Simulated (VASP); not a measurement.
# Be in VASP: notebook

Be is run at these levels: LDA, PBEsol; tasks: single point.

Everything below comes from runs of VASP 6.6.1. Logs are shortened: lines on timing, memory, paths and dates and some standing lists are left out, and cuts for length are marked.

### Step 1. The cell of the first run

The cell holds a slab with vacuum, 6 atoms: a = 2.229 Å, b = 2.229 Å, c = 24.774 Å, α = 90.00°, β = 90.00°, γ = 60.00°.

### Step 2. Single point, LDA

Input file INCAR:

```
PREC = Accurate
ENCUT = 520
EDIFF = 1E-6
ISMEAR = 1
SIGMA = 0.1
LREAL = F
LASPH = T
NELM = 80
ALGO = Normal
ISIF = 2
LWAVE = F
LCHARG = T
LDIPOL = T
IDIPOL = 3
DIPOL = 0.5 0.5 0.500
LELF = T
LVHAR = T
LVACPOTAV = T
NBANDS = 15
```

Input file KPOINTS:

```
Automatic mesh
0
Gamma
  17 17 1
```

Input file POSCAR:

```
Be
1.0
    2.2288004078      0.0000000000      0.0000000000
    1.1144002039      1.9301977731      0.0000000000
    0.0000000000      0.0000000000     24.7738256620
Be
6
Direct
    0.6666666667      0.6666666667      0.3190355923
    0.0000000000      0.0000000000      0.3921606605
    0.6666666667      0.6666666667      0.4640573016
    0.0000000000      0.0000000000      0.5359425764
    0.6666666667      0.6666666667      0.6078394937
    0.0000000000      0.0000000000      0.6809643755
```

Potentials or basis: VASP PAW LDA potentials, release 64 (Be).

The run is started by

```bash
$ cat potpaw_LDA.64/Be/POTCAR > POTCAR
$ mpirun -np 1 vasp_std > vasp.out
```

OUTCAR:

```text
PREC = Accurate
   ENCUT = 520
   EDIFF = 1E-6
   ISMEAR = 1
   LREAL = F
   LASPH = T
   NELM = 80
   ISIF = 2

 ion  position               nearest neighbor table
   1  0.667  0.667  0.319-   2 2.22   2 2.22   2 2.22
   2  0.000  0.000  0.392-   3 2.20   3 2.20   3 2.20   1 2.22   1 2.22   1 2.22
   3  0.667  0.667  0.464-   4 2.20   4 2.20   4 2.20   2 2.20   2 2.20   2 2.20
   4  0.000  0.000  0.536-   3 2.20   3 2.20   3 2.20   5 2.20   5 2.20   5 2.20
   5  0.667  0.667  0.608-   4 2.20   4 2.20   4 2.20   6 2.22   6 2.22   6 2.22
   6  0.000  0.000  0.681-   5 2.22   5 2.22   5 2.22

  LATTYP: Found a hexagonal cell.
 ALAT       =     2.2288004078
 C/A-ratio  =    11.1153181664

  Lattice vectors:

 A1 = (  -1.1144002039,  -1.9301977731,   0.0000000000)
 A2 = (   2.2288004078,   0.0000000000,   0.0000000000)
 A3 = (   0.0000000000,   0.0000000000,  24.7738256620)

Analysis of symmetry for initial positions (statically):
=====================================================================
 Subroutine PRICEL returns:
 Original cell was already a primitive cell.

 Routine SETGRP: Setting up the symmetry group for a
 hexagonal supercell.

 Subroutine GETGRP returns: Found 12 space group operations
 (whereof  6 operations were pure point group operations)
 out of a pool of 24 trial point group operations.

The static configuration has the point symmetry C_3v.
 The point group associated with its full space group is D_3d.

Analysis of symmetry for dynamics (positions and initial velocities):
=====================================================================
 Subroutine PRICEL returns:
 Original cell was already a primitive cell.

 Routine SETGRP: Setting up the symmetry group for a
 hexagonal supercell.

 Subroutine GETGRP returns: Found 12 space group operations
 (whereof  6 operations were pure point group operations)
 out of a pool of 24 trial point group operations.

The dynamic configuration has the point symmetry C_3v.
 The point group associated with its full space group is D_3d.

 Subroutine INISYM returns: Found 12 space group operations
 (whereof  6 operations are pure point group operations),
 and found     1 'primitive' translations

----------------------------------------------------------------------------------------

                                     Primitive cell

  volume of cell :     106.5776

  direct lattice vectors                    reciprocal lattice vectors
     2.228800408  0.000000000  0.000000000     0.448671849 -0.259040813  0.000000000
     1.114400204  1.930197773  0.000000000     0.000000000  0.518081626  0.000000000
     0.000000000  0.000000000 24.773825662     0.000000000  0.000000000  0.040365183
[... 116 lines left out ...]
   LORBIT       =      0    0 simple, 1 ext, 2 COOP (PROOUT), +10 PAW based schemes
   GGA     = CA    functional components
   LHFCALC =     F    Hartree Fock is set to
   AEXX    =    0.0000 exact exchange contribution
   IVDW    =     0    specifies the selected vdW correction
   LEPSILON=     F    determine dielectric tensor
   LRPA    =     F    only Hartree local field effects (RPA)
 non-spin polarized calculation
 Methfessel and Paxton  Order N= 1 SIGMA  =   0.10
  energy-cutoff  :      520.00
  volume of cell :      106.58
 maximum number of plane-waves:      2902
 NGX is ok and might be reduce to    18
   NGX =  9   NGY =  9   NGZ = 93

 number of electron      12.0000000 magnetization

 dipolmoment           0.000000      0.000000      0.000000 electrons x Angstroem

 Free energy of the ion-electron system (eV)
  ---------------------------------------------------
  ext. energy  EPLUGINS =         0.00000000
  ---------------------------------------------------
  free energy    TOTEN  =       -24.16534278 eV

  energy without entropy =      -24.16710302  energy(sigma->0) =      -24.16592952

 E-fermi :  -0.3392     XC(G=0):  -5.4671

 val. band max:       -0.3699571603   @ k =  -0.3529   0.2941   0.0000
 cond. band min:      -0.2718012010   @ k =  -0.3529   0.2941   0.0000
 fundamental gap:      0.0981559593
 Fermi energy:        -0.3392426930

 k-point     1 :       0.0000    0.0000    0.0000
  band No.  band energies     occupation
      1     -11.0455      2.00000
      2     -10.2029      2.00000
      3      -9.1210      2.00000
      4      -7.7264      2.00000
      5      -6.0790      2.00000
      6      -3.2075      2.00000
      7      -2.8077      2.00000
      8       2.5135      0.00000
      9       4.1646      0.00000
     10       4.9495      0.00000
     11       5.4687      0.00000
     12       6.7094      0.00000
     13       6.9396      0.00000
     14       9.0555      0.00000
[... 401 lines left out ...]
      2      -7.4821      2.00000
      3      -6.3841      2.00000
      4      -4.9598      2.00000
      5      -3.1913      2.00000
      6      -0.5950      2.00178
      7       0.5041     -0.00000
      8       3.7442      0.00000
      9       6.1528      0.00000
     10       6.8465      0.00000
     11       7.6269      0.00000
     12       7.9453      0.00000
     13       8.4298      0.00000
     14       8.7855      0.00000
     15       9.1475      0.00000

 [... further k-points ...]

------------------------ aborting loop because EDIFF is reached ----------------------------------------

  FORCE on cell =-STRESS in cart. coord.  units (eV):
  Direction    XX          YY          ZZ          XY          YZ          ZX
  --------------------------------------------------------------------------------------
  -------------------------------------------------------------------------------------
  Total       -1.8252265     -1.8252265     -0.0119560      0.0000000      0.0000000     -0.0000000
  in kB      -27.4385574    -27.4385574     -0.1797341      0.0000000      0.0000000     -0.0000000
  external PRESSURE =     -18.3522830 kB  Pullay stress =       0.0000000 kB

 VOLUME and BASIS-vectors are now :
 -----------------------------------------------------------------------------
  energy-cutoff  :      520.00
  volume of cell :      106.58
      direct lattice vectors                 reciprocal lattice vectors
     2.228800408  0.000000000  0.000000000     0.448671849 -0.259040813  0.000000000
     1.114400204  1.930197773  0.000000000     0.000000000  0.518081626  0.000000000
     0.000000000  0.000000000 24.773825662     0.000000000  0.000000000  0.040365183

 POSITION                                       TOTAL-FORCE (eV/Angst)
 -----------------------------------------------------------------------------------
      2.22880      1.28680      7.90373        -0.000000     -0.000000      0.009805
      0.00000      0.00000      9.71532         0.000000     -0.000000     -0.012215
      2.22880      1.28680     11.49647         0.000000      0.000000     -0.007199
      0.00000      0.00000     13.27735        -0.000000     -0.000000      0.007199
      2.22880      1.28680     15.05851         0.000000     -0.000000      0.012215
      0.00000      0.00000     16.87009         0.000000     -0.000000     -0.009805
 -----------------------------------------------------------------------------------
    total drift:                                0.000000      0.000000     -0.000001

  FREE ENERGIE OF THE ION-ELECTRON SYSTEM (eV)
  ---------------------------------------------------
  free  energy   TOTEN  =       -24.1653427754 eV

  energy  without entropy=      -24.1671030198  energy(sigma->0) =      -24.16592952

 vacuum level on the upper side and lower side of the slab         5.263         5.263
```

OSZICAR:

```text
N       E                     dE             d eps       ncg     rms          rms(c)
DAV:   1     0.181718540456E+02    0.18172E+02   -0.45386E+03   990   0.604E+02
DAV:   2    -0.234657195385E+02   -0.41638E+02   -0.39188E+02  1377   0.115E+02
DAV:   3    -0.250526536904E+02   -0.15869E+01   -0.15690E+01  1383   0.198E+01
[... 13 lines left out ...]
DAV:  17    -0.241653100203E+02   -0.84861E-04   -0.52099E-06  1057   0.643E-03    0.105E-03
DAV:  18    -0.241653383161E+02   -0.28296E-04   -0.13887E-06  1077   0.352E-03    0.448E-04
DAV:  19    -0.241653416483E+02   -0.33322E-05   -0.10453E-07   987   0.118E-03    0.160E-04
DAV:  20    -0.241653427425E+02   -0.10942E-05   -0.48016E-08   915   0.688E-04    0.489E-05
DAV:  21    -0.241653427754E+02   -0.32895E-07   -0.15414E-09   817   0.203E-04
   1 F= -.24165343E+02 E0= -.24165930E+02  d E =0.176024E-02
```

stdout:

```text
POSCAR found type information on POSCAR Be
 POSCAR found :  1 types and       6 ions
 scaLAPACK will be used
 LDA part: xc-table for (Slater(with rela. corr.)+CA(PZ))
 , standard interpolation
 POSCAR, INCAR and KPOINTS ok, starting setup
 FFT: planning ... GRIDC
 FFT: planning ... GRID_SOFT
 FFT: planning ... GRID
 WAVECAR not read
 entering main loop
 -----------------------------------------------------------------------------
|                                                                             |
|           W    W    AA    RRRRR   N    N  II  N    N   GGGG   !!!           |
|           W    W   A  A   R    R  NN   N  II  NN   N  G    G  !!!           |
|           W    W  A    A  R    R  N N  N  II  N N  N  G       !!!           |
|           W WW W  AAAAAA  RRRRR   N  N N  II  N  N N  G  GGG   !            |
|           WW  WW  A    A  R   R   N   NN  II  N   NN  G    G                |
|           W    W  A    A  R    R  N    N  II  N    N   GGGG   !!!           |
|                                                                             |
|     Did not find any points to average over, which means that no vacuum     |
|     field-free region was found. Please increase the size of  your cell     |
|     in the dimension of the dipole correction to obtain accurate            |
|     workfunction values.                                                    |
|                                                                             |
 -----------------------------------------------------------------------------
```

Wall time 67 s (1 thread of Intel Xeon Platinum 8259CL at 2.50GHz (Skylake/Cascade Lake), shared host); peak memory 0.2 GiB.

What came out:

| Item | Value |
| --- | --- |
| Free energy | -24.1653 eV |
| Largest force | 0.012 eV/Å |
| Band gap on the k mesh | zero (band 6 reaches 0.49 eV, above the bottom of band 7 at -2.81 eV) |

Forces on the atoms (eV/Å):
```
Be   0.000  0.000  0.010
Be   0.000  0.000 -0.012
Be   0.000  0.000 -0.007
Be   0.000  0.000  0.007
Be   0.000  0.000  0.012
Be   0.000  0.000 -0.010
```

[end of part 1 of 2]
